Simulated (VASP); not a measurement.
# Pd in VASP: a series of runs, part 3 of 3

VASP 6.6.1. The steps go on from the part before.

### 6 Single point, r2SCANh

This run uses another cell than the first one, of 15.64 Å³/atom.

The input, POSCAR:

```
Pd
1.0
    0.0000000000      1.9846763588      1.9846763588
    1.9846763588      0.0000000000      1.9846763588
    1.9846763588      1.9846763588      0.0000000000
Pd
1
Direct
    0.0000000000      0.0000000000      0.0000000000
```

The input, INCAR.step1:

```
PREC = Accurate
ENCUT = 520
EDIFF = 1E-5
ISMEAR = -1
SIGMA = 0.05
LREAL = F
LASPH = T
NELM = 60
ALGO = Normal
ISIF = 2
LWAVE = T
LCHARG = F
NBANDS = 11
GGA = PE
```

The input, INCAR.step2:

```
PREC = Accurate
ENCUT = 520
EDIFF = 1E-6
ISMEAR = -1
SIGMA = 0.05
LREAL = F
LASPH = T
NELM = 60
ALGO = Normal
ISIF = 2
LWAVE = F
LCHARG = F
METAGGA = R2SCAN
LHFCALC = T
AEXX = 0.1
LMIXTAU = T
PRECFOCK = Normal
NBANDS = 11
ISTART = 1
```

The input, KPOINTS:

```
regular mesh
0
Gamma
  6 6 6
```

Potentials or basis: VASP PAW PBE potentials, release 64 (Pd).

Command:

```bash
$ cat potpaw_PBE.64/Pd/POTCAR > POTCAR
$ cp INCAR.step1 INCAR
$ mpirun -np 1 vasp_std > vasp.out
$ cp INCAR.step2 INCAR
$ mpirun -np 1 vasp_std > vasp.out
```

OUTCAR:

```text
PREC = Accurate
   ENCUT = 520
   EDIFF = 1E-6
   ISMEAR = -1
   LREAL = F
   LASPH = T
   NELM = 60
   ISIF = 2
   METAGGA = R2SCAN
   LHFCALC = T
   AEXX = 0.1
   PRECFOCK = Normal
   ISTART = 1

 ion  position               nearest neighbor table
   1  0.000  0.000  0.000-

  LATTYP: Found a face centered cubic cell.
 ALAT       =     3.9693527176

  Lattice vectors:

 A1 = (   0.0000000000,   1.9846763588,   1.9846763588)
 A2 = (   1.9846763588,   0.0000000000,   1.9846763588)
 A3 = (   1.9846763588,   1.9846763588,   0.0000000000)

Analysis of symmetry for initial positions (statically):
=====================================================================
 Subroutine PRICEL returns:
 Original cell was already a primitive cell.

 Routine SETGRP: Setting up the symmetry group for a
 face centered cubic supercell.

 Subroutine GETGRP returns: Found 48 space group operations
 (whereof 48 operations were pure point group operations)
 out of a pool of 48 trial point group operations.

The static configuration has the point symmetry O_h .

Analysis of symmetry for dynamics (positions and initial velocities):
=====================================================================
 Subroutine PRICEL returns:
 Original cell was already a primitive cell.

 Routine SETGRP: Setting up the symmetry group for a
 face centered cubic supercell.

 Subroutine GETGRP returns: Found 48 space group operations
 (whereof 48 operations were pure point group operations)
 out of a pool of 48 trial point group operations.

The dynamic configuration has the point symmetry O_h .

 Subroutine INISYM returns: Found 48 space group operations
 (whereof 48 operations are pure point group operations),
 and found     1 'primitive' translations

----------------------------------------------------------------------------------------

                                     Primitive cell

  volume of cell :      15.6350

  direct lattice vectors                    reciprocal lattice vectors
     0.000000000  1.984676359  1.984676359    -0.251930244  0.251930244  0.251930244
     1.984676359  0.000000000  1.984676359     0.251930244 -0.251930244  0.251930244
     1.984676359  1.984676359  0.000000000     0.251930244  0.251930244 -0.251930244

  length of vectors
     2.806756224  2.806756224  2.806756224     0.436355983  0.436355983  0.436355983

  position of ions in fractional coordinates (direct lattice)
     0.000000000  0.000000000  0.000000000

  ion indices of the primitive-cell ions
   primitive index   ion index
                 1           1

----------------------------------------------------------------------------------------

 KPOINTS: regular mesh

Automatic generation of k-mesh.
 Grid dimensions read from file:
 generate k-points for:    6    6    6

 Generating k-lattice:

  Cartesian coordinates                     Fractional coordinates (reciprocal lattice)
[... 33 lines left out ...]
   k-points           NKPTS =     16   k-points in BZ     NKDIM =    216   number of bands    NBANDS=     11
   number of dos      NEDOS =    301   number of ions     NIONS =      1
   total plane-waves  NPLWV =  13824
   dimension x,y,z NGX =    24 NGY =   24 NGZ =   24
   dimension x,y,z NGXF=    48 NGYF=   48 NGZF=   48
   ions per type =               1
   NGX,Y,Z   is equivalent  to a cutoff of  14.22, 14.22, 14.22 a.u.
   NGXF,Y,Z  is equivalent  to a cutoff of  28.43, 28.43, 28.43 a.u.
 SYSTEM =  unknown system
   PREC   = accura    normal or accurate (medium, high low for compatibility)
   ISTART =      1    job   : 0-new  1-cont  2-samecut
   ICHARG =      0    charge: 1-file 2-atom 10-const
   ISPIN  =      1    spin polarized calculation?
   LNONCOLLINEAR =      F non collinear calculations
   LSORBIT =      F    spin-orbit coupling
   LASPH  =      T    aspherical Exc in radial PAW
   ENCUT  =  520.0 eV  38.22 Ry    6.18 a.u.   5.22  5.22  5.22*2*pi/ulx,y,z
   NELM   =     60;   NELMIN=  2; NELMDL=  0     # of ELM steps
   EDIFF  = 0.1E-05   stopping-criterion for ELM
   LREAL  =      F    real-space projection
   EDIFFG = 0.1E-04   stopping-criterion for IOM
   NSW    =      0    number of steps for IOM
   IBRION =     -1    ionic relax: 0-MD 1-quasi-New 2-CG
   NFREE  =      0    steps in history (QN), initial steepest desc. (CG)
   ISIF   =      2    stress and relaxation
   ISYM   =      3    0-nonsym 1-usesym 2-fastsym
   POTIM  = 0.5000    time-step for ionic-motion
   TEBEG  =    0.0;   TEEND  =   0.0 temperature during run
   PSTRESS=    0.0 pullay stress
   NELECT =      10.0000    total number of electrons
   NUPDOWN=      -1.0000    fix difference up-down
   EMIN   =  10.00;   EMAX   =-10.00  energy-range for DOS
   EFERMI =   0.00;   METHOD = LEGACY
   ISMEAR =    -1;   SIGMA  =   0.05  broadening in eV -4-tet -1-fermi 0-gaus
   EFERMI_NEDOS =   21; number of points for ismear=-14 and -15
   IALGO  =     38    algorithm
   IMIX   =      1    mixing-type and parameters
     AMIX     =   0.40;   BMIX     =  1.00
     AMIX_MAG =   1.60;   BMIX_MAG =  1.00
  volume/ion in A,a.u.               =      15.64       105.51
  Fermi-wavevector in a.u.,A,eV,Ry     =   1.410507  2.665471 27.069185  1.989529
  Thomas-Fermi vector in A             =   2.532453
   LORBIT       =      0    0 simple, 1 ext, 2 COOP (PROOUT), +10 PAW based schemes
   METAGGA = R2SCAN    functional components
   LHFCALC =     T    Hartree Fock is set to
   PRECFOCK=normal    Normal, Fast or Accurate (Low or Medium for compatibility)
   ENCUT4O =  -1.0   cutoff for four orbital integrals eV
   NKREDX  =     1    reduce k-point grid by
   NKREDY  =     1    reduce k-point grid by
   NKREDZ  =     1    reduce k-point grid by
   AEXX    =    0.1000 exact exchange contribution
   HFSCREEN=    0.0000 screening length (either q_TF or 0.3 A-1)
   HFSCREENC=   0.0000 screening length for correlation (either q_TF or 0.3 A-1)
   ENCUTFOCK=  -1.0 apply spherical cutoff to Coloumb kernel
   IVDW    =     0    specifies the selected vdW correction
   LEPSILON=     F    determine dielectric tensor
   LRPA    =     F    only Hartree local field effects (RPA)
 non-spin polarized calculation
  energy-cutoff  :      520.00
  volume of cell :       15.64
 maximum number of plane-waves:       444
 NGX is ok and might be reduce to    24
  NGX = 16; NGY = 16; NGZ = 16

 number of electron      10.0000001 magnetization

 Free energy of the ion-electron system (eV)
  ---------------------------------------------------
  ext. energy  EPLUGINS =         0.00000000
  ---------------------------------------------------
  free energy    TOTEN  =       -21.69311596 eV

  energy without entropy =      -21.68368408  energy(sigma->0) =      -21.68840002

 E-fermi :   8.2951     XC(G=0): -12.4659

 val. band max:        8.1324455522   @ k =   0.5000   0.0000   0.0000
 cond. band min:       8.3331278244   @ k =   0.5000   0.1667   0.0000
 fundamental gap:      0.2006822723
 Fermi energy:         8.2951459110

 k-point     1 :       0.0000    0.0000    0.0000
  band No.  band energies     occupation
      1       1.3764      2.00000
      2       5.3440      2.00000
      3       5.3440      2.00000
      4       5.3440      2.00000
      5       6.7844      2.00000
      6       6.7844      2.00000
      7      27.0553      0.00000
      8      31.7411      0.00000
      9      31.7411      0.00000
     10      31.7411      0.00000
     11      33.6087      0.00000
[... 197 lines left out ...]
 k-point    16 :      -0.3333    0.5000    0.1667
  band No.  band energies     occupation
      1       3.5846      2.00000
      2       3.9340      2.00000
      3       6.1831      2.00000
      4       7.1451      2.00000
      5       8.7634      0.00017
      6      15.7706      0.00000
      7      19.6355      0.00000
      8      20.2721      0.00000
      9      21.1306      0.00000
     10      33.0881      0.00000
     11      33.5834      0.00000

------------------------ aborting loop because EDIFF is reached ----------------------------------------

  FORCE on cell =-STRESS in cart. coord.  units (eV):
  Direction    XX          YY          ZZ          XY          YZ          ZX
  --------------------------------------------------------------------------------------
  -------------------------------------------------------------------------------------
  Total       -0.8621379     -0.8621379     -0.8621379      0.0000000      0.0000000     -0.0000000
  in kB      -88.3462774    -88.3462774    -88.3462774      0.0000000      0.0000000     -0.0000000
  external PRESSURE =     -88.3462774 kB  Pullay stress =       0.0000000 kB

 VOLUME and BASIS-vectors are now :
 -----------------------------------------------------------------------------
  energy-cutoff  :      520.00
  volume of cell :       15.64
      direct lattice vectors                 reciprocal lattice vectors
     0.000000000  1.984676359  1.984676359    -0.251930244  0.251930244  0.251930244
     1.984676359  0.000000000  1.984676359     0.251930244 -0.251930244  0.251930244
     1.984676359  1.984676359  0.000000000     0.251930244  0.251930244 -0.251930244

 POSITION                                       TOTAL-FORCE (eV/Angst)
 -----------------------------------------------------------------------------------
      0.00000      0.00000      0.00000         0.000000      0.000000      0.000000
 -----------------------------------------------------------------------------------
    total drift:                               -0.000000      0.000000     -0.000000

  FREE ENERGIE OF THE ION-ELECTRON SYSTEM (eV)
  ---------------------------------------------------
  free  energy   TOTEN  =       -21.6931159617 eV

  energy  without entropy=      -21.6836840816  energy(sigma->0) =      -21.68840002
```

OUTCAR.step1:

```text
PREC = Accurate
   ENCUT = 520
   EDIFF = 1E-5
   ISMEAR = -1
   LREAL = F
[... 429 lines left out ...]

 POSITION                                       TOTAL-FORCE (eV/Angst)
 -----------------------------------------------------------------------------------
      0.00000      0.00000      0.00000        -0.000000      0.000000     -0.000000
 -----------------------------------------------------------------------------------
    total drift:                               -0.000000      0.000000      0.000000

  FREE ENERGIE OF THE ION-ELECTRON SYSTEM (eV)
  ---------------------------------------------------
  free  energy   TOTEN  =        -5.2255240252 eV

  energy  without entropy=       -5.2044932865  energy(sigma->0) =       -5.21500866
```

OSZICAR.step1:

```text
N       E                     dE             d eps       ncg     rms          rms(c)
DAV:   1     0.442491411506E+02    0.44249E+02   -0.52836E+03   360   0.859E+02
DAV:   2    -0.493576231016E+01   -0.49185E+02   -0.47322E+02   409   0.182E+02
DAV:   3    -0.552490120686E+01   -0.58914E+00   -0.58810E+00   397   0.218E+01
DAV:   4    -0.552785406864E+01   -0.29529E-02   -0.29525E-02   415   0.165E+00
DAV:   5    -0.552788855526E+01   -0.34487E-04   -0.34486E-04   468   0.162E-01    0.653E+00
DAV:   6    -0.523857928078E+01    0.28931E+00   -0.11331E+00   436   0.890E+00    0.310E+00
DAV:   7    -0.522880360836E+01    0.97757E-02   -0.30903E-02   446   0.123E+00    0.166E+00
DAV:   8    -0.522559335394E+01    0.32103E-02   -0.15941E-03   415   0.361E-01    0.172E-01
DAV:   9    -0.522551884994E+01    0.74504E-04   -0.16796E-04   443   0.114E-01    0.162E-02
DAV:  10    -0.522552402523E+01   -0.51753E-05   -0.21897E-06   292   0.123E-02
   1 F= -.52255240E+01 E0= -.52150087E+01  d E =-.210307E-01
```

Run time: 5 min. Hardware: 1 thread of Intel Xeon Platinum 8259CL at 2.50GHz (Skylake/Cascade Lake), shared host; peak memory 0.16 GiB.

Results:

```yaml
Free_energy: -21.6931 eV
Pressure: -8.8 GPa
Band_gap_on_the_k_mesh: zero (bands 5 and 6 overlap by 2.04 eV)
```

Caveat: the k points lie up to 0.46 Å⁻¹ apart, too coarse for converged energies and pressures of a metal; the PAW data sets were made with another functional, which shifts forces and pressure a little.

### 7 Summary

| level | spin | fixed moment (μB) | cell | k mesh | cutoff (eV) | smearing | grid for exact exchange (PRECFOCK) | share of exact exchange | gap on the mesh (eV) | pressure (GPa) |
| --- | --- | --- | --- | --- | --- | --- | --- | --- | --- | --- |
| b88 exchange, pbe correlation | off | - | a = 2.753 Å, angles 60.0°, 1 atom | 12 × 12 × 12 | 500 | fermi-dirac 0.05 eV | - | - | none | 6.3 |
| pbesol exchange, pbe correlation | collinear | 1.0 | a = 2.697, b = 2.753, c = 2.780 Å, angles 61.1, 61.1, 59.3°, 1 atom | 12 × 12 × 12 | 500 | fermi-dirac 0.1 eV | - | - | - | -0.1 |
| PBE0 | off | - | a = 2.771 Å, angles 60.0°, 1 atom | 8 × 8 × 8 | 520 | fermi-dirac 0.05 eV | Normal | 0.25 | none | -0.7 |
| r2SCANh | off | - | a = 2.789 Å, angles 60.0°, 1 atom | 6 × 6 × 6 | 520 | fermi-dirac 0.05 eV | Normal | 0.1 | none | -6.0 |
| r2SCANh | off | - | a = 2.807 Å, angles 60.0°, 1 atom | 6 × 6 × 6 | 520 | fermi-dirac 0.05 eV | Normal | 0.1 | none | -8.8 |

Alike in all rows: task single point; potentials or basis VASP PAW PBE potentials, release 64 (Pd).

Caveats: some runs use coarse meshes; the PAW data sets were made with another functional, which shifts forces and pressure a little; the cell stands under pressure (at least some runs); the total moment is fixed, so each spin has its own Fermi level (at least some runs).

Total energies depend on the potentials used, so only differences within one code and one set of settings carry meaning.
